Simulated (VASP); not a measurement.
# LiBeF3 (Amm2) in VASP: vibrations by perturbation theory with PBE

Aim: the vibrations by perturbation theory of LiBeF3 with PBE.

Everything below comes from runs of VASP 6.6.1. Logs are shortened: lines on timing, memory, paths and dates and some standing lists are left out, and cuts for length are marked.

**1. The cell of the first run**

Symmetry: Amm2, No. 38, orthorhombic system. Conventional cell: a = 2.768 Å, b = 5.228 Å, c = 8.170 Å, α = 90.00°, β = 90.00°, γ = 90.00°. Within 2.6 Å of Li (site symmetry mm2) lie 5 F at 1.94 to 2.05 Å. Be (site symmetry mm2) has 4 F at 1.52 to 1.65 Å within 2.0 Å. F (site symmetry m) has 1 Be at 1.52 Å and 2 Li at 1.94 Å within 2.0 Å. F (site symmetry mm2) has 2 Be at 1.65 Å and 1 Li at 2.05 Å within 2.2 Å.

**2. Vibrations by perturbation theory, PBE**

Input file INCAR:

```
SYSTEM = LiBeF3
PREC = Accurate
ENCUT = 520
EDIFF = 1E-8
ISMEAR = 0
SIGMA = 0.01
LREAL = .FALSE.
LASPH = .TRUE.
NELM = 80
ALGO = Normal
ISIF = 2
LWAVE = .FALSE.
LCHARG = .TRUE.
GGA = PE
NBANDS = 21
IBRION = 8
NSW = 1
LEPSILON = .TRUE.
LUSENCCL = .FALSE.
```

Input file KPOINTS:

```
Automatic mesh
0
G
  8 6 6
  0 0 0
```

Input file POSCAR:

```
LiBeF3
1.0
    2.7676705083      0.0000000000      0.0000000000
    0.0000000000      2.6139754972      4.0852134153
    0.0000000000     -2.6139754972      4.0852134153
Li Be F
1 1 3
Direct
    0.5000000000      0.6939042231      0.6939042231
    0.0000000000      0.0547424408      0.0547424408
    0.0000000000      0.9051116272      0.4009440438
    0.0000000000      0.4009440438      0.9051116272
    0.5000000000      0.9446246380      0.9446246380
```

Potentials or basis: VASP PAW PBE potentials, release 64 (Li_sv, Be, F).

Run with:

```
$ cat potpaw_PBE.64/Li_sv/POTCAR potpaw_PBE.64/Be/POTCAR potpaw_PBE.64/F/POTCAR > POTCAR
$ mpirun -np 1 vasp_std > vasp.out
```

OUTCAR:

```text
SYSTEM = LiBeF3
   PREC = Accurate
   ENCUT = 520
   EDIFF = 1E-8
   ISMEAR = 0
   LREAL = .FALSE.
   LASPH = .TRUE.
   NELM = 80
   ISIF = 2
   GGA = PE
   IBRION = 8
   NSW = 1
   LEPSILON = .TRUE.

 ion  position               nearest neighbor table
   1  0.500  0.694  0.694-   3 1.94   4 1.94   3 1.94   4 1.94   5 2.05
   2  0.000  0.055  0.055-   3 1.52   4 1.52   5 1.65   5 1.65
   3  0.000  0.905  0.401-   2 1.52   1 1.94   1 1.94
   4  0.000  0.401  0.905-   2 1.52   1 1.94   1 1.94
   5  0.500  0.945  0.945-   2 1.65   2 1.65   1 2.05

  LATTYP: Found a base centered orthorhombic cell.
 ALAT       =     5.2279509944
 B/A-ratio  =     1.5628353899
 C/A-ratio  =     0.5293987092

  Lattice vectors:

 A1 = (   0.0000000000,   2.6139754972,  -4.0852134153)
 A2 = (   0.0000000000,   2.6139754972,   4.0852134153)
 A3 = (   2.7676705083,   0.0000000000,   0.0000000000)

Analysis of symmetry for initial positions (statically):
=====================================================================
 Subroutine PRICEL returns:
 Original cell was already a primitive cell.

 Routine SETGRP: Setting up the symmetry group for a
 base centered orthorhombic supercell.

 Subroutine GETGRP returns: Found  4 space group operations
 (whereof  4 operations were pure point group operations)
 out of a pool of  8 trial point group operations.

The static configuration has the point symmetry C_2v.

Analysis of symmetry for dynamics (positions and initial velocities):
=====================================================================
 Subroutine PRICEL returns:
 Original cell was already a primitive cell.

 Routine SETGRP: Setting up the symmetry group for a
 base centered orthorhombic supercell.

 Subroutine GETGRP returns: Found  4 space group operations
 (whereof  4 operations were pure point group operations)
 out of a pool of  8 trial point group operations.

The dynamic configuration has the point symmetry C_2v.

 Subroutine INISYM returns: Found  4 space group operations
 (whereof  4 operations are pure point group operations),
 and found     1 'primitive' translations

----------------------------------------------------------------------------------------

                                     Primitive cell

  volume of cell :      59.1100

  direct lattice vectors                    reciprocal lattice vectors
     2.767670508  0.000000000  0.000000000     0.361314686  0.000000000 -0.000000000
     0.000000000  2.613975497  4.085213415    -0.000000000  0.191279528  0.122392627
     0.000000000 -2.613975497  4.085213415     0.000000000 -0.191279528  0.122392627

  length of vectors
     2.767670508  4.849931602  4.849931602     0.361314686  0.227085475  0.227085475

  position of ions in fractional coordinates (direct lattice)
     0.500000000  0.693904223  0.693904223
     0.000000000  0.054742441  0.054742441
     0.000000000  0.905111627  0.400944044
     0.000000000  0.400944044  0.905111627
     0.500000000  0.944624638  0.944624638

  ion indices of the primitive-cell ions
   primitive index   ion index
                 1           1
                 2           2
                 3           3
                 4           4
                 5           5

----------------------------------------------------------------------------------------

 KPOINTS: Automatic mesh

Automatic generation of k-mesh.
 Grid dimensions read from file:
[... 754 lines left out ...]
    -0.00000 -0.00000 -0.22881           ( -0.00000 -0.00000 -0.02669)

 PIEZOELECTRIC TENSOR FIELD DIRECTION 3  (C/m^2)
 -----------------------------------------------------------------------------
     0.15055 -0.00000 -0.00000
    -0.00000 -0.09929 -0.00000
    -0.00000 -0.00000 -0.06202

[... ionic steps 4 to 15 ...]

--------------------------------------- Ionic step       16  -------------------------------------------

------------------------ aborting loop because EDIFF is reached ----------------------------------------

--------------------------------------- Ionic step       17  -------------------------------------------

------------------------ aborting loop because EDIFF is reached ----------------------------------------

--------------------------------------- Ionic step       18  -------------------------------------------

 Free energy of the ion-electron system (eV)
  ---------------------------------------------------
  ---------------------------------------------------
  free energy    TOTEN  =        -0.54456386 eV

  energy without entropy =       -0.54456386

------------------------ aborting loop because EDIFF is reached ----------------------------------------

 INTERNAL STRAIN TENSOR  FOR ION    5  DIRECTION 3   (eV/Angst):
 -----------------------------------------------------------------------------
     7.04477  0.00000  0.00000
     0.00000  3.45669  0.00000
     0.00000  0.00000  8.25029

 MACROSCOPIC STATIC DIELECTRIC TENSOR (including local field effects in DFT)
 ------------------------------------------------------
           1.804614     0.000000     0.000000
           0.000000     1.757732     0.000000
           0.000000     0.000000     1.727652
 ------------------------------------------------------

 PIEZOELECTRIC TENSOR (including local field effects)  for field in x, y, z        (e  Angst)
          XX          YY          ZZ          XY          YZ          ZX
  --------------------------------------------------------------------------------
  x     0.00000     0.00000     0.00000     0.00000     0.00000     0.58982
  y     0.00000     0.00000     0.00000     0.00000    -0.34919     0.00000
  z     0.55543    -0.36630    -0.22881     0.00000     0.00000     0.00000

 PIEZOELECTRIC TENSOR (including local field effects)  for field in x, y, z        (C/m^2)
          XX          YY          ZZ          XY          YZ          ZX
  --------------------------------------------------------------------------------
  x     0.00000     0.00000     0.00000     0.00000     0.00000     0.15987
  y     0.00000     0.00000     0.00000     0.00000    -0.09465     0.00000
  z     0.15055    -0.09929    -0.06202     0.00000     0.00000     0.00000

 BORN EFFECTIVE CHARGES (including local field effects) (in |e|, cummulative output)
 ---------------------------------------------------------------------------------
 ion    1
    1     1.07532     0.00000     0.00000
    2     0.00000     1.11281     0.00000
    3     0.00000     0.00000     0.95086
 ion    2
    1     1.96381     0.00000     0.00000
    2     0.00000     1.78491     0.00000
    3     0.00000     0.00000     1.55011
 ion    3
    1    -0.87335     0.00000     0.00000
    2     0.00000    -1.15179     0.26985
    3     0.00000     0.27012    -0.76489
 ion    4
    1    -0.87335     0.00000     0.00000
    2     0.00000    -1.15179    -0.26985
    3     0.00000    -0.27012    -0.76489
 ion    5
    1    -1.29243     0.00000     0.00000
    2     0.00000    -0.59414     0.00000
    3     0.00000     0.00000    -0.97120

 INTERNAL STRAIN TENSOR FOR ION    5 for displacements in x,y,z  (eV/Angst):
          X           Y           Z          XY          YZ          ZX
  --------------------------------------------------------------------------------
  x     0.00000     0.00000     0.00000     0.00000     0.00000     7.71872
  y     0.00000     0.00000     0.00000     0.00000     3.94293     0.00000
  z     7.04477     3.45669     8.25029     0.00000     0.00000     0.00000

 SECOND DERIVATIVES (NOT SYMMETRIZED)
 ------------------------------------
               1X          1Y          1Z          2X          2Y          2Z          3X          3Y          3Z          4X          4Y          4Z          5X          5Y          5Z
  1X    -3.264242    0.000000    0.000000    0.103508    0.000000    0.000000    1.484643    0.000000    0.000000    1.484643    0.000000    0.000000    0.191448    0.000000    0.000000
  1Y     0.000000   -4.428715    0.000000    0.000000    2.964506    0.000000    0.000000    0.874969    0.075054    0.000000    0.874969   -0.075054    0.000000   -0.285730    0.000000
  1Z     0.000000    0.000000   -2.353093    0.000000    0.000000    1.715454    0.000000    0.013148    0.403406    0.000000   -0.013148    0.403406    0.000000    0.000000   -0.169173
  2X     0.097598    0.000000    0.000000   -5.811897    0.000000    0.000000    0.825985    0.000000    0.000000    0.825985    0.000000    0.000000    4.062329    0.000000    0.000000
  2Y     0.000000    2.940244    0.000000    0.000000  -21.964149    0.000000    0.000000    8.022427   -4.220928    0.000000    8.022427    4.220928    0.000000    2.979051    0.000000
  2Z     0.000000    0.000000    1.721548    0.000000    0.000000  -16.273907    0.000000   -4.400781    4.546541    0.000000    4.400781    4.546541    0.000000    0.000000    5.459277
  3X     1.471354    0.000000    0.000000    0.827560    0.000000    0.000000   -3.411204    0.000000    0.000000   -0.375986    0.000000    0.000000    1.488275    0.000000    0.000000
  3Y     0.000000    0.879839    0.016385    0.000000    7.975497   -4.397992    0.000000  -14.476384    6.591276    0.000000    4.615094    0.133419    0.000000    1.005954   -2.343087
  3Z     0.000000    0.055000    0.393936    0.000000   -4.177812    4.530628    0.000000    6.585997   -6.587177    0.000000   -0.134831   -0.624270    0.000000   -2.328354    2.286884
  4X     1.471354    0.000000    0.000000    0.827560    0.000000    0.000000   -0.375986    0.000000    0.000000   -3.411204    0.000000    0.000000    1.488275    0.000000    0.000000
  4Y     0.000000    0.879839   -0.016385    0.000000    7.975497    4.397992    0.000000    4.615094   -0.133419    0.000000  -14.476384   -6.591276    0.000000    1.005954    2.343087
  4Z     0.000000   -0.055000    0.393936    0.000000    4.177812    4.530628    0.000000    0.134831   -0.624270    0.000000   -6.585997   -6.587177    0.000000    2.328354    2.286884
  5X     0.197981    0.000000    0.000000    4.073385    0.000000    0.000000    1.496758    0.000000    0.000000    1.496758    0.000000    0.000000   -7.264882    0.000000    0.000000
  5Y     0.000000   -0.298236    0.000000    0.000000    2.994545    0.000000    0.000000    1.002924   -2.322082    0.000000    1.002924    2.322082    0.000000   -4.702157    0.000000
  5Z     0.000000    0.000000   -0.179806    0.000000    0.000000    5.441049    0.000000   -2.345924    2.286247    0.000000    2.345924    2.286247    0.000000    0.000000   -9.833737

 Eigenvectors and eigenvalues of the dynamical matrix
 ----------------------------------------------------

   1 f  =   26.774724 THz   168.230555 2PiTHz  893.108674 cm-1   110.731313 meV
             X         Y         Z           dx          dy          dz
      1.383835  0.000000  5.669494     0.000000   -0.131447   -0.000000
      0.000000  0.000000  0.447269    -0.000000    0.906247    0.000000
      0.000000  1.317882  5.335516    -0.000000   -0.243854    0.140333
      0.000000 -1.317882  5.335516    -0.000000   -0.243854   -0.140333
      1.383835  0.000000  7.717986    -0.000000   -0.055867   -0.000000
[... 105 lines left out ...]
  15 f/i=    0.027299 THz     0.171528 2PiTHz    0.910612 cm-1     0.112901 meV
             X         Y         Z           dx          dy          dz
      1.383835  0.000000  5.669494     0.000000    0.309484   -0.000000
      0.000000  0.000000  0.447269     0.000000    0.350173   -0.000000
      0.000000  1.317882  5.335516     0.000000    0.513741    0.007230
      0.000000 -1.317882  5.335516     0.000000    0.513741   -0.007230
      1.383835  0.000000  7.717986     0.000000    0.503621   -0.000000

--------------------------------------------------------------------------------------------------------

 MACROSCOPIC STATIC DIELECTRIC TENSOR IONIC CONTRIBUTION
 ------------------------------------------------------
           3.207938     0.000000    -0.000000
           0.000000     1.924107    -0.000000
          -0.000000    -0.000000     2.267341
 ------------------------------------------------------

 ELASTIC MODULI CONTR FROM IONIC RELAXATION (kBar)
 Direction    XX          YY          ZZ          XY          YZ          ZX
 --------------------------------------------------------------------------------
 XX        -157.2361    -41.4949   -155.1642      0.0000      0.0000      0.0000
 YY         -41.4949   -609.0856   -252.1788      0.0000      0.0000     -0.0000
 ZZ        -155.1642   -252.1788   -314.5577     -0.0000     -0.0000     -0.0000
 XY           0.0000      0.0000     -0.0000     -1.9764     -0.0000     -0.0000
 YZ           0.0000     -0.0000      0.0000     -0.0000   -438.8028      0.0000
 ZX           0.0000     -0.0000     -0.0000      0.0000      0.0000   -253.1971
 --------------------------------------------------------------------------------

 PIEZOELECTRIC TENSOR IONIC CONTR  for field in x, y, z        (C/m^2)
          XX          YY          ZZ          XY          YZ          ZX
  --------------------------------------------------------------------------------
  x     0.00000    -0.00000    -0.00000    -0.00000    -0.00000    -0.19088
  y     0.00000    -0.00000     0.00000     0.00000     0.12968     0.00000
  z    -0.17259     0.09394     0.18932     0.00000    -0.00000     0.00000
```

Wall time 36 min (1 × NVIDIA H100 80GB with 1 thread of Intel Xeon Platinum 8481C at 2.70GHz (Sapphire Rapids), shared host); peak memory 1.5 GiB.

Results:

| Quantity | Value |
| --- | --- |
| Electronic dielectric tensor (diagonal) | 1.80, 1.76, 1.73 |
| Born charges (mean of the diagonal) | Li +1.05; Be +1.77; F -0.93, -0.95 (each value once) e |
| Highest phonon frequency at Γ, LO-TO splitting left out | 893 cm⁻¹ |

Phonon frequencies in cm⁻¹ (negative: imaginary):
| q point | frequencies |
| --- | --- |
| (0.000, 0.000, 0.000) | -1 -1 -1 50 208 275 304 314 349 391 454 481 540 785 893 |

Electronic dielectric tensor:
```
1.80 0.00 0.00
0.00 1.76 0.00
0.00 0.00 1.73
```

Born effective charge tensors (e):
atom 1, Li
```
1.08 0.00 0.00
0.00 1.11 0.00
0.00 0.00 0.95
```
atom 2, Be
```
1.96 0.00 0.00
0.00 1.78 0.00
0.00 0.00 1.55
```
atom 3, F
```
-0.87  0.00  0.00
 0.00 -1.15  0.27
 0.00  0.27 -0.76
```
atom 4, F
```
-0.87  0.00  0.00
 0.00 -1.15 -0.27
 0.00 -0.27 -0.76
```
atom 5, F
```
-1.29  0.00  0.00
 0.00 -0.59  0.00
 0.00  0.00 -0.97
```
